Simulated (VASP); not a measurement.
The system is LiH.

```
Li H
1.0
     0.00000    2.09860    2.09860
     2.09860    0.00000    2.09860
     2.09860    2.09860    0.00000
Li H
1 1
Direct
  0.00000 0.00000 0.00000
  0.50000 0.50000 0.50000
```

This cell differs from its parent crystal: strain +5.0%.

Base run:

| Property | Result |
| --- | --- |
| Program | VASP 6.6.1 |
| Functional | HSE06 |
| Potentials or basis | VASP PAW PBE potentials, release 64 (Li_sv, H) |
| Cutoff | 520 eV |
| k mesh | 8 × 8 × 8 |
| Occupations | gaussian, width 0.01 eV |
| Spin | no spin polarisation |

Its results: band gap on the k mesh 4.03 eV, direct.

**Question.** The run is repeated on the same cell with these changes: functional from HSE06 to r2SCAN; k mesh from 8 × 8 × 8 to 10 × 10 × 10. What comes out?

**Answer.** Band gap on the k mesh 3.65 eV, direct.

Several settings changed at once, so the effect can't be laid on one alone.

A k mesh can miss the band edges.
